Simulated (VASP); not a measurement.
Here is a VASP 6.6.1 calculation.

The input POSCAR:

```
ZnO
1.0
    3.2775636040      0.0000000000      0.0000000000
   -1.6387818020      2.8384533436      0.0000000000
    0.0000000000      0.0000000000      5.0981058293
Zn O
2 2
Direct
    0.3333333333      0.6666666667     -0.0018230057
    0.6666666667      0.3333333333      0.4981769943
    0.3333333333      0.6666666667      0.3882530057
    0.6666666667      0.3333333333      0.8882530057
```

The input INCAR.step1:

```
PREC = Accurate
ENCUT = 600
ISMEAR = 0
SIGMA = 0.02
LREAL = F
LASPH = T
NELM = 60
GGA = PE
ALGO = Normal
EDIFF = 1E-4
LWAVE = T
LCHARG = F
```

File INCAR.step2:

```
PREC = Accurate
ENCUT = 600
EDIFF = 1E-6
ISMEAR = 0
SIGMA = 0.02
LREAL = F
LASPH = T
NELM = 60
ALGO = Normal
ISIF = 3
LWAVE = F
LCHARG = F
METAGGA = R2SCAN
LMIXTAU = T
IBRION = 2
NSW = 80
EDIFFG = -0.01
ISTART = 1
```

The input KPOINTS:

```
regular mesh
0
Gamma
  12 12 6
```

Potentials or basis: VASP PAW PBE potentials, release 64 (Zn, O).

Command:

```sh
$ cat potpaw_PBE.64/Zn/POTCAR potpaw_PBE.64/O/POTCAR > POTCAR
$ cp INCAR.step1 INCAR
$ mpirun -np 1 vasp_std > vasp.out
$ cp INCAR.step2 INCAR
$ mpirun -np 1 vasp_std > vasp.out
```

Q: Predict the space group after relaxing (to 0.1 Å).

A: P6_3mc (No. 186).

Q: Estimate the relaxed volume.

A: 11.87 Å³/atom.

Q: Predict the relaxed cell.

A: a = 3.238 Å, b = 3.238 Å, c = 5.229 Å, α = 90.00°, β = 90.00°, γ = 120.00°.

Step by step:
```
step  energy change (eV)  largest force (eV/Å)  pressure (GPa)  volume (Å³)
   1              0.0000                0.0242            0.00        47.43
   2             -0.0044                0.1061            0.04        47.43
   3             -0.0049                0.1438            0.07        47.43
   4             -0.0088                0.0996           -0.02        47.47
   5             -0.0119                0.0688           -0.32        47.58
   6             -0.0125                0.0018           -0.17        47.54
   7             -0.0126                0.0114           -0.22        47.55
   8             -0.0126                0.0139           -0.24        47.56
   9             -0.0127                0.0044            0.30        47.38
  10             -0.0128                0.0035            0.13        47.44
  11             -0.0128                0.0065            0.05        47.47
```

Caveat: the PAW data sets were made with another functional, which shifts forces and pressure a little.
